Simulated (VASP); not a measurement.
# W (P4_2/mmc) in VASP: single point with PBE

Aim: the single point of W with PBE.

All numbers are computed with VASP 6.6.1; they aren't measurements. Logs are shortened: lines on timing, memory, paths and dates and some standing lists are left out, and cuts for length are marked.

## Step 1: The cell of the first run

The structure is tetragonal, space group P4_2/mmc (No. 131). The conventional cell has a = 5.083 Å, b = 5.083 Å, c = 4.981 Å, α = 90.00°, β = 90.00°, γ = 90.00°. W (site symmetry mmm) has 12 W at 2.80 to 2.84 Å within 3.7 Å. W (site symmetry -4m2) has 14 W at 2.49 to 3.10 Å within 3.3 Å. W (site symmetry m2m) has 14 W at 2.54 to 3.10 Å within 3.4 Å.

## Step 2: Single point, PBE (z stretched by -2 %, then relaxed in part)

Contents of INCAR:

```
SYSTEM = W
ALGO = Normal
EDIFF = 1E-6
ENCUT = 520
GGA = PE
ISIF = 2
ISMEAR = -1
LASPH = .TRUE.
LCHARG = .TRUE.
LELF = .TRUE.
LREAL = .FALSE.
LVHAR = .TRUE.
LWAVE = .FALSE.
NBANDS = 66
NELM = 60
PREC = Accurate
SIGMA = 0.05
```

Contents of KPOINTS:

```
k-points
0
G
  9 9 9
  0 0 0
```

Contents of POSCAR:

```
W
1.0
    5.0830000000      0.0000000000      0.0000000000
    0.0000000000      5.0830000000      0.0000000000
    0.0000000000      0.0000000000      4.9813400000
W
8
Direct
    0.0000000000      0.0000000000      0.0000000000
    0.5000000000      0.5000000000      0.5000000000
    0.0000000000      0.5000000000      0.2500000000
    0.0000000000      0.5000000000      0.7500000000
    0.2501891696      0.0000000000      0.5000000000
    0.7498108304      0.0000000000      0.5000000000
    0.5000000000      0.7501891696      0.0000000000
    0.5000000000      0.2498108304      0.0000000000
```

Potentials or basis: VASP PAW PBE potentials, release 64 (W_sv).

Run with:

```bash
> cat potpaw_PBE.64/W_sv/POTCAR > POTCAR
> mpirun -np 1 vasp_std > vasp.out
```

OUTCAR:

```text
SYSTEM = W
   EDIFF = 1E-6
   ENCUT = 520
   GGA = PE
   ISIF = 2
   ISMEAR = -1
   LASPH = .TRUE.
   LREAL = .FALSE.
   NELM = 60
   PREC = Accurate

 ion  position               nearest neighbor table
   1  0.000  0.000  0.000-   5 2.80   6 2.80   5 2.80   6 2.80   3 2.83   4 2.83   3 2.83   4 2.83
                             7 2.84   8 2.84   7 2.84   8 2.84
   2  0.500  0.500  0.500-   7 2.80   8 2.80   7 2.80   8 2.80   3 2.83   4 2.83   3 2.83   4 2.83
                             5 2.84   6 2.84   5 2.84   6 2.84
   3  0.000  0.500  0.250-   4 2.49   4 2.49   1 2.83   2 2.83   1 2.83   2 2.83   8 3.10   5 3.10
                             6 3.10   5 3.10   6 3.10   7 3.10   7 3.10   8 3.10
   4  0.000  0.500  0.750-   3 2.49   3 2.49   1 2.83   2 2.83   1 2.83   2 2.83   8 3.10   5 3.10
                             6 3.10   5 3.10   6 3.10   7 3.10   7 3.10   8 3.10
   5  0.250  0.000  0.500-   6 2.54   6 2.54   1 2.80   1 2.80   2 2.84   2 2.84   7 3.07   8 3.07
                             8 3.07   7 3.07   3 3.10   3 3.10   4 3.10   4 3.10
   6  0.750  0.000  0.500-   5 2.54   5 2.54   1 2.80   1 2.80   2 2.84   2 2.84   7 3.07   7 3.07
                             8 3.07   8 3.07   4 3.10   3 3.10   3 3.10   4 3.10
   7  0.500  0.750  0.000-   8 2.54   8 2.54   2 2.80   2 2.80   1 2.84   1 2.84   5 3.07   6 3.07
                             5 3.07   6 3.07   3 3.10   4 3.10   3 3.10   4 3.10
   8  0.500  0.250  0.000-   7 2.54   7 2.54   2 2.80   2 2.80   1 2.84   1 2.84   6 3.07   5 3.07
                             6 3.07   5 3.07   4 3.10   3 3.10   3 3.10   4 3.10

  LATTYP: Found a simple tetragonal cell.
 ALAT       =     5.0830000000
 C/A-ratio  =     0.9800000000

  Lattice vectors:

 A1 = (   5.0830000000,   0.0000000000,   0.0000000000)
 A2 = (   0.0000000000,   5.0830000000,   0.0000000000)
 A3 = (   0.0000000000,   0.0000000000,   4.9813400000)

Analysis of symmetry for initial positions (statically):
=====================================================================
 Subroutine PRICEL returns:
 Original cell was already a primitive cell.

 Routine SETGRP: Setting up the symmetry group for a
 simple tetragonal supercell.

 Subroutine GETGRP returns: Found 16 space group operations
 (whereof  8 operations were pure point group operations)
 out of a pool of 16 trial point group operations.

The static configuration has the point symmetry D_2h.
 The point group associated with its full space group is D_4h.

Analysis of symmetry for dynamics (positions and initial velocities):
=====================================================================
 Subroutine PRICEL returns:
 Original cell was already a primitive cell.

 Routine SETGRP: Setting up the symmetry group for a
 simple tetragonal supercell.

 Subroutine GETGRP returns: Found 16 space group operations
 (whereof  8 operations were pure point group operations)
 out of a pool of 16 trial point group operations.

The dynamic configuration has the point symmetry D_2h.
 The point group associated with its full space group is D_4h.

 Subroutine INISYM returns: Found 16 space group operations
 (whereof  8 operations are pure point group operations),
 and found     1 'primitive' translations

----------------------------------------------------------------------------------------

                                     Primitive cell

  volume of cell :     128.7023

  direct lattice vectors                    reciprocal lattice vectors
     5.083000000  0.000000000  0.000000000     0.196734212  0.000000000  0.000000000
     0.000000000  5.083000000  0.000000000     0.000000000  0.196734212  0.000000000
     0.000000000  0.000000000  4.981340000     0.000000000  0.000000000  0.200749196

  length of vectors
     5.083000000  5.083000000  4.981340000     0.196734212  0.196734212  0.200749196

  position of ions in fractional coordinates (direct lattice)
     0.000000000  0.000000000  0.000000000
     0.500000000  0.500000000  0.500000000
     0.000000000  0.500000000  0.250000000
     0.000000000  0.500000000  0.750000000
     0.250189170  0.000000000  0.500000000
     0.749810830  0.000000000  0.500000000
     0.500000000  0.750189170  0.000000000
     0.500000000  0.249810830  0.000000000

  ion indices of the primitive-cell ions
   primitive index   ion index
                 1           1
                 2           2
                 3           3
                 4           4
                 5           5
                 6           6
                 7           7
                 8           8

----------------------------------------------------------------------------------------

 KPOINTS: k-points

Automatic generation of k-mesh.
 Grid dimensions read from file:
 generate k-points for:    9    9    9

 Generating k-lattice:

  Cartesian coordinates                     Fractional coordinates (reciprocal lattice)
     0.021859357  0.000000000  0.000000000     0.111111111  0.000000000  0.000000000
     0.000000000  0.021859357  0.000000000     0.000000000  0.111111111  0.000000000
     0.000000000  0.000000000  0.022305466     0.000000000  0.000000000  0.111111111

  Length of vectors
     0.021859357  0.021859357  0.022305466

  Shift w.r.t. Gamma in fractional coordinates (k-lattice)
     0.000000000  0.000000000  0.000000000

 Subroutine IBZKPT returns following result:
 ===========================================

 Found     75 irreducible k-points:

 Following reciprocal coordinates:
            Coordinates               Weight
  0.000000  0.000000  0.000000      1.000000
  0.111111  0.000000  0.000000      4.000000
  0.222222  0.000000  0.000000      4.000000
  0.333333  0.000000  0.000000      4.000000
  0.444444  0.000000  0.000000      4.000000
  0.111111  0.111111  0.000000      4.000000
[... 16 lines left out ...]
  0.333333  0.111111  0.111111     16.000000
  0.444444  0.111111  0.111111     16.000000
 [... further k-points ...]
   k-points           NKPTS =     75   k-points in BZ     NKDIM =     75   number of bands    NBANDS=     66
   number of dos      NEDOS =    301   number of ions     NIONS =      8
   total plane-waves  NPLWV =  64000
   dimension x,y,z NGX =    40 NGY =   40 NGZ =   40
   dimension x,y,z NGXF=    80 NGYF=   80 NGZF=   80
   ions per type =               8
   NGX,Y,Z   is equivalent  to a cutoff of  13.08, 13.08, 13.35 a.u.
   NGXF,Y,Z  is equivalent  to a cutoff of  26.17, 26.17, 26.70 a.u.
 SYSTEM =  W
   PREC   = accura    normal or accurate (medium, high low for compatibility)
   ISTART =      0    job   : 0-new  1-cont  2-samecut
   ICHARG =      2    charge: 1-file 2-atom 10-const
   ISPIN  =      1    spin polarized calculation?
   LNONCOLLINEAR =      F non collinear calculations
   LSORBIT =      F    spin-orbit coupling
   LASPH  =      T    aspherical Exc in radial PAW
   ENCUT  =  520.0 eV  38.22 Ry    6.18 a.u.   9.45  9.45  9.26*2*pi/ulx,y,z
   NELM   =     60;   NELMIN=  2; NELMDL= -5     # of ELM steps
   EDIFF  = 0.1E-05   stopping-criterion for ELM
   LREAL  =      F    real-space projection
   EDIFFG = 0.1E-04   stopping-criterion for IOM
   NSW    =      0    number of steps for IOM
   IBRION =     -1    ionic relax: 0-MD 1-quasi-New 2-CG
   NFREE  =      0    steps in history (QN), initial steepest desc. (CG)
   ISIF   =      2    stress and relaxation
   ISYM   =      2    0-nonsym 1-usesym 2-fastsym
   POTIM  = 0.5000    time-step for ionic-motion
   TEBEG  =    0.0;   TEEND  =   0.0 temperature during run
   PSTRESS=    0.0 pullay stress
   NELECT =     112.0000    total number of electrons
   NUPDOWN=      -1.0000    fix difference up-down
   EMIN   =  10.00;   EMAX   =-10.00  energy-range for DOS
   EFERMI =   0.00;   METHOD = LEGACY
   ISMEAR =    -1;   SIGMA  =   0.05  broadening in eV -4-tet -1-fermi 0-gaus
   EFERMI_NEDOS =   21; number of points for ismear=-14 and -15
   IALGO  =     38    algorithm
   IMIX   =      4    mixing-type and parameters
     AMIX     =   0.40;   BMIX     =  1.00
     AMIX_MAG =   1.60;   BMIX_MAG =  1.00
  volume/ion in A,a.u.               =      16.09       108.57
  Fermi-wavevector in a.u.,A,eV,Ry     =   1.562975  2.953595 33.237549  2.442891
  Thomas-Fermi vector in A             =   2.665814
   LORBIT       =      0    0 simple, 1 ext, 2 COOP (PROOUT), +10 PAW based schemes
   GGA     = PE    functional components
   LHFCALC =     F    Hartree Fock is set to
   AEXX    =    0.0000 exact exchange contribution
   IVDW    =     0    specifies the selected vdW correction
   LEPSILON=     F    determine dielectric tensor
   LRPA    =     F    only Hartree local field effects (RPA)
 non-spin polarized calculation
  energy-cutoff  :      520.00
  volume of cell :      128.70
 maximum number of plane-waves:      3490
 NGX is ok and might be reduce to    40
   NGX = 19   NGY = 19   NGZ = 19

 number of electron     111.9999984 magnetization

 Free energy of the ion-electron system (eV)
  ---------------------------------------------------
  ext. energy  EPLUGINS =         0.00000000
  ---------------------------------------------------
  free energy    TOTEN  =      -102.80242732 eV

  energy without entropy =     -102.77521134  energy(sigma->0) =     -102.78881933

 E-fermi :  11.0157     XC(G=0): -13.5425

 val. band max:       11.0034523464   @ k =   0.3333   0.1111   0.0000
 cond. band min:      11.0197647894   @ k =   0.0000   0.0000   0.2222
 fundamental gap:      0.0163124430
 Fermi energy:        11.0156599686

 k-point     1 :       0.0000    0.0000    0.0000
  band No.  band energies     occupation
      1     -63.0313      2.00000
      2     -62.9870      2.00000
      3     -62.9690      2.00000
      4     -62.8377      2.00000
      5     -62.8377      2.00000
      6     -62.8289      2.00000
[... 58 lines left out ...]
     65      12.8901      0.00000
     66      13.9217      0.00000

 k-point     2 :       0.1111    0.0000    0.0000
  band No.  band energies     occupation
      1     -63.0295      2.00000
      2     -62.9863      2.00000
      3     -62.9669      2.00000
      4     -62.8422      2.00000
      5     -62.8377      2.00000
      6     -62.8289      2.00000
[... 1507 lines left out ...]
     65      13.7185      0.00000
     66      13.7731      0.00000

 k-point    24 :       0.4444    0.1111    0.1111
  band No.  band energies     occupation
      1     -63.0095      2.00000
      2     -62.9830      2.00000
      3     -62.9223      2.00000
      4     -62.8982      2.00000
      5     -62.8421      2.00000
      6     -62.8346      2.00000
[... 58 lines left out ...]
     65      13.6106      0.00000
     66      14.0095      0.00000

 [... further k-points ...]
[... 5 lines left out ...]
  --------------------------------------------------------------------------------------
  -------------------------------------------------------------------------------------
  Total        2.6260772      2.6260772     10.2598600      0.0000000      0.0000000      0.0000000
  in kB       32.6912609     32.6912609    127.7219715      0.0000000      0.0000000      0.0000000
  external PRESSURE =      64.3681644 kB  Pullay stress =       0.0000000 kB

 VOLUME and BASIS-vectors are now :
 -----------------------------------------------------------------------------
  energy-cutoff  :      520.00
  volume of cell :      128.70
      direct lattice vectors                 reciprocal lattice vectors
     5.083000000  0.000000000  0.000000000     0.196734212  0.000000000  0.000000000
     0.000000000  5.083000000  0.000000000     0.000000000  0.196734212  0.000000000
     0.000000000  0.000000000  4.981340000     0.000000000  0.000000000  0.200749196

 POSITION                                       TOTAL-FORCE (eV/Angst)
 -----------------------------------------------------------------------------------
      0.00000      0.00000      0.00000        -0.000000      0.000000      0.000000
      2.54150      2.54150      2.49067        -0.000000      0.000000      0.000000
      0.00000      2.54150      1.24534        -0.000000      0.000000     -0.000000
      0.00000      2.54150      3.73601        -0.000000     -0.000000      0.000000
      1.27171      0.00000      2.49067        -0.019789      0.000000      0.000000
      3.81129      0.00000      2.49067         0.019789      0.000000     -0.000000
      2.54150      3.81321      0.00000        -0.000000     -0.019789     -0.000000
      2.54150      1.26979      0.00000        -0.000000      0.019789      0.000000
 -----------------------------------------------------------------------------------
    total drift:                               -0.000000      0.000000     -0.000000

  FREE ENERGIE OF THE ION-ELECTRON SYSTEM (eV)
  ---------------------------------------------------
  free  energy   TOTEN  =      -102.8024273162 eV

  energy  without entropy=     -102.7752113420  energy(sigma->0) =     -102.78881933
```

Run time: 4.1 min. Hardware: 1 thread of Intel Xeon 6975P-C (Granite Rapids), shared host; peak memory 0.52 GiB.

Results:

```yaml
Free_energy: -102.8024 eV
Pressure: 6.4 GPa
Largest_force: 0.020 eV/Å
Band_gap_on_the_k_mesh: zero (band 56 reaches 11.33 eV, above the bottom of band 57 at 10.54 eV)
```

Forces in eV/Å, atoms in the order of the input:
```
W    0.000  0.000  0.000
W    0.000  0.000  0.000
W    0.000  0.000  0.000
W    0.000  0.000  0.000
W   -0.020  0.000  0.000
W    0.020  0.000  0.000
W    0.000 -0.020  0.000
W    0.000  0.020  0.000
```

Caveat: the cell differs from its parent crystal (z stretched by -2 %, then relaxed in part); spin-orbit coupling is left out, which moves the levels of the heavy elements.
